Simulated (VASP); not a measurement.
# Ba16O (a cell with a defect) in VASP: single point with PBE

Aim: the single point of Ba16O (a cell with a defect) with PBE.

Program: VASP 6.6.1. These are calculated values, not measurements. Logs are shortened: lines on timing, memory, paths and dates and some standing lists are left out, and cuts for length are marked.

**1. The cell of the first run**

The cell holds a defect, 17 atoms: a = 10.040 Å, b = 10.040 Å, c = 10.040 Å, α = 90.00°, β = 90.00°, γ = 90.00°.

**2. Single point, PBE**

Input file INCAR:

```
PREC     = Accurate       # precision mode
ENCUT    = 520            # plane-wave cutoff, eV
EDIFF    = 1E-6           # SCF threshold, eV
ISMEAR   = 0              # smearing method
SIGMA    = 0.1            # smearing width, eV
LREAL    = Auto         
LASPH    = True           # aspherical terms in the spheres
NELM     = 80             # most SCF steps
ALGO     = Normal         # electronic algorithm
ISIF     = 2              # what is computed and relaxed
LWAVE    = False          # write WAVECAR
LCHARG   = False          # write CHGCAR
GGA      = PE             # functional
NBANDS   = 97             # bands
```

Input file KPOINTS:

```
regular mesh
0
Gamma
  2 2 2
```

Input file POSCAR:

```
Ba16O
1.0
   10.0400000000      0.0000000000      0.0000000000
    0.0000000000     10.0400000000      0.0000000000
    0.0000000000      0.0000000000     10.0400000000
Ba O
16 1
Direct
   -0.0002831673      0.0037816733     -0.0052027888
    0.4997191235      0.0029438247     -0.0312077689
   -0.0002767928      0.4912385458      0.0073238048
   -0.0002832669      0.0037856574      0.5046225100
    0.2546527888      0.2458641434      0.2497082669
    0.4997098606      0.5150831673      0.0112497012
    0.4997178287      0.0029582669      0.5306149402
    0.7447773904      0.2458660359      0.2497086653
   -0.0002764940      0.4912330677      0.4920967131
    0.2420604582      0.7583414343      0.2497162351
    0.2806443227      0.2465997012      0.7497148406
    0.4997094622      0.5150736056      0.4881698207
    0.7573707171      0.7583386454      0.2497161355
    0.7187736056      0.2466053785      0.7497149402
    0.2381436255      0.7345766932      0.7497011952
    0.7613025896      0.7345680279      0.7497011952
    0.4997157371      0.1247243028      0.7497135458
```

Potentials or basis: VASP PAW PBE potentials, release 64 (Ba_sv, O).

The run is started by

```console
> cat potpaw_PBE.64/Ba_sv/POTCAR potpaw_PBE.64/O/POTCAR > POTCAR
> mpirun -np 1 vasp_std > vasp.out
```

OUTCAR:

```text
PREC = Accurate
   ENCUT = 520
   EDIFF = 1E-6
   ISMEAR = 0
   LREAL = Auto
   LASPH = True
   NELM = 80
   ISIF = 2
   GGA = PE

 ion  position               nearest neighbor table
   1  1.000  0.004  0.995-  10 4.31  13 4.31   5 4.36   8 4.36  16 4.37  15 4.37  11 4.47  14 4.47

   2  0.500  0.003  0.969-  17 2.52  14 3.96  11 3.96  15 4.36  16 4.36   7 4.40   8 4.47   5 4.47
                            13 4.55  10 4.55
   3  1.000  0.491  0.007-  16 4.29  15 4.29   5 4.31   8 4.31  10 4.36  13 4.36  11 4.55  14 4.55

   4  1.000  0.004  0.505-  10 4.31  13 4.31   5 4.36   8 4.36  16 4.37  15 4.37  11 4.47  14 4.47

   5  0.255  0.246  0.250-   9 4.31   3 4.31   4 4.36   1 4.36  12 4.37   6 4.37   7 4.47   2 4.47

   6  0.500  0.515  0.011-  10 4.29  13 4.29  15 4.32  16 4.32  14 4.36  11 4.36   5 4.37   8 4.37

   7  0.500  0.003  0.531-  17 2.52  14 3.96  11 3.96  15 4.36  16 4.36   2 4.40   8 4.47   5 4.47
                            13 4.55  10 4.55
   8  0.745  0.246  0.250-   9 4.31   3 4.31   4 4.36   1 4.36  12 4.37   6 4.37   7 4.47   2 4.47

   9  1.000  0.491  0.492-  16 4.29  15 4.29   5 4.31   8 4.31  10 4.36  13 4.36  11 4.55  14 4.55

  10  0.242  0.758  0.250-  12 4.29   6 4.29   4 4.31   1 4.31   9 4.36   3 4.36   7 4.55   2 4.55

  11  0.281  0.247  0.750-  17 2.52   2 3.96   7 3.96   6 4.36  12 4.36  14 4.40   1 4.47   4 4.47
                             3 4.55   9 4.55
  12  0.500  0.515  0.488-  10 4.29  13 4.29  15 4.32  16 4.32  14 4.36  11 4.36   5 4.37   8 4.37

  13  0.757  0.758  0.250-  12 4.29   6 4.29   4 4.31   1 4.31   9 4.36   3 4.36   7 4.55   2 4.55

  14  0.719  0.247  0.750-  17 2.52   2 3.96   7 3.96   6 4.36  12 4.36  11 4.40   1 4.47   4 4.47
                             3 4.55   9 4.55
  15  0.238  0.735  0.750-   9 4.29   3 4.29  12 4.32   6 4.32   2 4.36   7 4.36   4 4.37   1 4.37

  16  0.761  0.735  0.750-   9 4.29   3 4.29  12 4.32   6 4.32   2 4.36   7 4.36   4 4.37   1 4.37

  17  0.500  0.125  0.750-   2 2.52   7 2.52  14 2.52  11 2.52

  LATTYP: Found a simple cubic cell.
 ALAT       =    10.0400000000

  Lattice vectors:

 A1 = (  10.0400000000,   0.0000000000,   0.0000000000)
 A2 = (   0.0000000000,  10.0400000000,   0.0000000000)
 A3 = (   0.0000000000,   0.0000000000,  10.0400000000)

Analysis of symmetry for initial positions (statically):
=====================================================================
 Subroutine PRICEL returns:
 Original cell was already a primitive cell.

 Routine SETGRP: Setting up the symmetry group for a
 simple cubic supercell.

 Subroutine GETGRP returns: Found  1 space group operations
 (whereof  1 operations were pure point group operations)
 out of a pool of 48 trial point group operations.

The static configuration has the point symmetry C_1 .

Analysis of symmetry for dynamics (positions and initial velocities):
=====================================================================
 Subroutine PRICEL returns:
 Original cell was already a primitive cell.

 Routine SETGRP: Setting up the symmetry group for a
 simple cubic supercell.

 Subroutine GETGRP returns: Found  1 space group operations
 (whereof  1 operations were pure point group operations)
 out of a pool of 48 trial point group operations.

The dynamic configuration has the point symmetry C_1 .

 Subroutine INISYM returns: Found  1 space group operations
 (whereof  1 operations are pure point group operations),
 and found     1 'primitive' translations

----------------------------------------------------------------------------------------

                                     Primitive cell

  volume of cell :    1012.0481

  direct lattice vectors                    reciprocal lattice vectors
    10.040000000  0.000000000  0.000000000     0.099601594  0.000000000  0.000000000
     0.000000000 10.040000000  0.000000000     0.000000000  0.099601594  0.000000000
     0.000000000  0.000000000 10.040000000     0.000000000  0.000000000  0.099601594

  length of vectors
    10.040000000 10.040000000 10.040000000     0.099601594  0.099601594  0.099601594

  position of ions in fractional coordinates (direct lattice)
     0.999716833  0.003781673  0.994797211
     0.499719124  0.002943825  0.968792231
     0.999723207  0.491238546  0.007323805
     0.999716733  0.003785657  0.504622510
     0.254652789  0.245864143  0.249708267
     0.499709861  0.515083167  0.011249701
[... 9 lines left out ...]
     0.761302590  0.734568028  0.749701195
     0.499715737  0.124724303  0.749713546

  ion indices of the primitive-cell ions
   primitive index   ion index
                 1           1
                 2           2
                 3           3
                 4           4
                 5           5
                 6           6
[... 9 lines left out ...]
                16          16
                17          17

----------------------------------------------------------------------------------------

 KPOINTS: regular mesh

Automatic generation of k-mesh.
 Grid dimensions read from file:
 generate k-points for:    2    2    2

 Generating k-lattice:

  Cartesian coordinates                     Fractional coordinates (reciprocal lattice)
     0.049800797  0.000000000  0.000000000     0.500000000  0.000000000  0.000000000
     0.000000000  0.049800797  0.000000000     0.000000000  0.500000000  0.000000000
     0.000000000  0.000000000  0.049800797     0.000000000  0.000000000  0.500000000

  Length of vectors
     0.049800797  0.049800797  0.049800797

  Shift w.r.t. Gamma in fractional coordinates (k-lattice)
     0.000000000  0.000000000  0.000000000

 Subroutine IBZKPT returns following result:
 ===========================================

 Found      8 irreducible k-points:

 Following reciprocal coordinates:
            Coordinates               Weight
  0.000000  0.000000  0.000000      1.000000
  0.500000  0.000000  0.000000      1.000000
  0.000000  0.500000  0.000000      1.000000
  0.000000  0.000000  0.500000      1.000000
  0.500000  0.500000  0.000000      1.000000
  0.000000  0.500000  0.500000      1.000000
  0.500000  0.000000  0.500000      1.000000
  0.500000  0.500000  0.500000      1.000000
   k-points           NKPTS =      8   k-points in BZ     NKDIM =      8   number of bands    NBANDS=     97
   number of dos      NEDOS =    301   number of ions     NIONS =     17
   total plane-waves  NPLWV = 512000
   dimension x,y,z NGX =    80 NGY =   80 NGZ =   80
   dimension x,y,z NGXF=   160 NGYF=  160 NGZF=  160
   ions per type =              16   1
   NGX,Y,Z   is equivalent  to a cutoff of  13.25, 13.25, 13.25 a.u.
   NGXF,Y,Z  is equivalent  to a cutoff of  26.49, 26.49, 26.49 a.u.
 SYSTEM =  unknown system
   PREC   = accura    normal or accurate (medium, high low for compatibility)
   ISTART =      0    job   : 0-new  1-cont  2-samecut
   ICHARG =      2    charge: 1-file 2-atom 10-const
   ISPIN  =      1    spin polarized calculation?
   LNONCOLLINEAR =      F non collinear calculations
   LSORBIT =      F    spin-orbit coupling
   LASPH  =      T    aspherical Exc in radial PAW
   ENCUT  =  520.0 eV  38.22 Ry    6.18 a.u.  18.67 18.67 18.67*2*pi/ulx,y,z
   NELM   =     80;   NELMIN=  2; NELMDL= -5     # of ELM steps
   EDIFF  = 0.1E-05   stopping-criterion for ELM
   LREAL  =      T    real-space projection
   EDIFFG = 0.1E-04   stopping-criterion for IOM
   NSW    =      0    number of steps for IOM
   IBRION =     -1    ionic relax: 0-MD 1-quasi-New 2-CG
   NFREE  =      0    steps in history (QN), initial steepest desc. (CG)
   ISIF   =      2    stress and relaxation
   ISYM   =      2    0-nonsym 1-usesym 2-fastsym
   POTIM  = 0.5000    time-step for ionic-motion
   TEBEG  =    0.0;   TEEND  =   0.0 temperature during run
   PSTRESS=    0.0 pullay stress
   NELECT =     166.0000    total number of electrons
   NUPDOWN=      -1.0000    fix difference up-down
   EMIN   =  10.00;   EMAX   =-10.00  energy-range for DOS
   EFERMI =   0.00;   METHOD = LEGACY
   ISMEAR =     0;   SIGMA  =   0.10  broadening in eV -4-tet -1-fermi 0-gaus
   EFERMI_NEDOS =   21; number of points for ismear=-14 and -15
   IALGO  =     38    algorithm
   IMIX   =      4    mixing-type and parameters
     AMIX     =   0.40;   BMIX     =  1.00
     AMIX_MAG =   1.60;   BMIX_MAG =  1.00
  volume/ion in A,a.u.               =      59.53       401.74
  Fermi-wavevector in a.u.,A,eV,Ry     =   0.896143  1.693464 10.926453  0.803072
  Thomas-Fermi vector in A             =   2.018564
   LORBIT       =      0    0 simple, 1 ext, 2 COOP (PROOUT), +10 PAW based schemes
   GGA     = PE    functional components
   LHFCALC =     F    Hartree Fock is set to
   AEXX    =    0.0000 exact exchange contribution
   IVDW    =     0    specifies the selected vdW correction
   LEPSILON=     F    determine dielectric tensor
   LRPA    =     F    only Hartree local field effects (RPA)
 non-spin polarized calculation
 Gauss-broadening in eV      SIGMA  =   0.10
  energy-cutoff  :      520.00
  volume of cell :     1012.05
 maximum number of plane-waves:     27278
 NGX is ok and might be reduce to    80
   NGX = 37   NGY = 37   NGZ = 37

 number of electron     165.9999998 magnetization

 Free energy of the ion-electron system (eV)
  ---------------------------------------------------
  ext. energy  EPLUGINS =         0.00000000
  ---------------------------------------------------
  free energy    TOTEN  =       -40.22555984 eV

  energy without entropy =      -40.16995209  energy(sigma->0) =      -40.19775596

 E-fermi :   1.6951     XC(G=0):  -7.4188

 val. band max:        1.6590001890   @ k =   0.0000   0.5000   0.0000
 cond. band min:       1.7312371211   @ k =   0.0000   0.0000   0.5000
 fundamental gap:      0.0722369321
 Fermi energy:         1.6950820988

 k-point     1 :       0.0000    0.0000    0.0000
  band No.  band energies     occupation
      1     -27.2427      2.00000
      2     -27.2154      2.00000
      3     -27.2135      2.00000
      4     -27.2135      2.00000
      5     -27.2127      2.00000
      6     -27.2105      2.00000
[... 773 lines left out ...]
     94       2.2141      0.00000
     95       2.2317      0.00000
 [bands above 95 left out]

------------------------ aborting loop because EDIFF is reached ----------------------------------------

  FORCE on cell =-STRESS in cart. coord.  units (eV):
  Direction    XX          YY          ZZ          XY          YZ          ZX
  --------------------------------------------------------------------------------------
  -------------------------------------------------------------------------------------
  Total        2.0849549      2.7589022      2.0845509     -0.0001727      0.0009348      0.0008028
  in kB        3.3007004      4.3676292      3.3000609     -0.0002734      0.0014798      0.0012709
  external PRESSURE =       3.6561301 kB  Pullay stress =       0.0000000 kB

 VOLUME and BASIS-vectors are now :
 -----------------------------------------------------------------------------
  energy-cutoff  :      520.00
  volume of cell :     1012.05
      direct lattice vectors                 reciprocal lattice vectors
    10.040000000  0.000000000  0.000000000     0.099601594  0.000000000  0.000000000
     0.000000000 10.040000000  0.000000000     0.000000000  0.099601594  0.000000000
     0.000000000  0.000000000 10.040000000     0.000000000  0.000000000  0.099601594

 POSITION                                       TOTAL-FORCE (eV/Angst)
 -----------------------------------------------------------------------------------
     10.03716      0.03797      9.98776         0.000555      0.003151      0.000676
      5.01718      0.02956      9.72667         0.000485     -0.107937      0.195166
     10.03722      4.93203      0.07353         0.000517     -0.001632     -0.002382
     10.03716      0.03801      5.06641         0.000447      0.003605     -0.000984
      2.55671      2.46848      2.50707        -0.000824     -0.003287      0.000609
      5.01709      5.17143      0.11295         0.000055     -0.001114      0.001540
[... 9 lines left out ...]
      7.64348      7.37506      7.52700         0.001633      0.001013      0.000328
      5.01715      1.25223      7.52712        -0.003512     -0.001992     -0.003432
 -----------------------------------------------------------------------------------
    total drift:                                0.000374     -0.002268     -0.001075

  FREE ENERGIE OF THE ION-ELECTRON SYSTEM (eV)
  ---------------------------------------------------
  free  energy   TOTEN  =       -40.2255598367 eV

  energy  without entropy=      -40.1699520878  energy(sigma->0) =      -40.19775596
```

Wall time 32 min (1 thread of Oxide Virtual Turin-like, shared host); peak memory 1.2 GiB.

What came out:

```
Free energy            : -40.2256 eV
Pressure               : 0.4 GPa
Largest force          : 0.223 eV/Å
Band gap on the k mesh : zero (bands 83 and 84 overlap by 0.41 eV)
```

Forces on the atoms (eV/Å):
```
Ba   0.001  0.003  0.001
Ba   0.000 -0.108  0.195
Ba   0.001 -0.002 -0.002
Ba   0.000  0.004 -0.001
Ba  -0.001 -0.003  0.001
Ba   0.000 -0.001  0.002
Ba   0.000 -0.108 -0.195
Ba   0.001 -0.003  0.000
Ba   0.000 -0.001  0.002
Ba   0.002  0.002  0.000
Ba  -0.194  0.109  0.001
Ba   0.000 -0.001 -0.001
Ba  -0.002  0.002  0.000
Ba   0.195  0.109  0.001
Ba  -0.001  0.001  0.000
Ba   0.002  0.001  0.000
O   -0.004 -0.002 -0.003
```

Stress tensor (GPa, compression positive):
```
0.33 0.00 0.00
0.00 0.44 0.00
0.00 0.00 0.33
```

Caveat: spin-orbit coupling is left out, which moves the levels of the heavy elements.
